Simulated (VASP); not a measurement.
Runs of VASP 6.6.1 on Si. The structure is that of space group Fd-3m (No. 227), or close to it. The cells are those of the table. 

```tsv
cell	gap on the mesh (eV)	pressure (GPa)
a = 3.768 Å, angles 60.0°, 2 atoms	0.59	8.3
a = 3.732 Å, angles 60.0°, 2 atoms	(c)	12.0
a = 3.905 Å, angles 60.0°, 2 atoms	0.80	-2.4
a = 3.937 Å, angles 60.0°, 2 atoms	(b)	-4.2
a = 3.871 Å, angles 60.0°, 2 atoms	0.75	(a)
a = 3.803 Å, angles 60.0°, 2 atoms	0.65	5.0
```

Alike in all rows: task single point; level PBE; potentials or basis VASP PAW PBE potentials, release 64 (Si); no spin polarisation; k mesh 6 × 6 × 6; cutoff (eV) 500; smearing gaussian 0.1 eV.

Estimate the missing entries.

(a) -0.2; (b) 0.83; (c) 0.52.

A k mesh can miss the band edges.
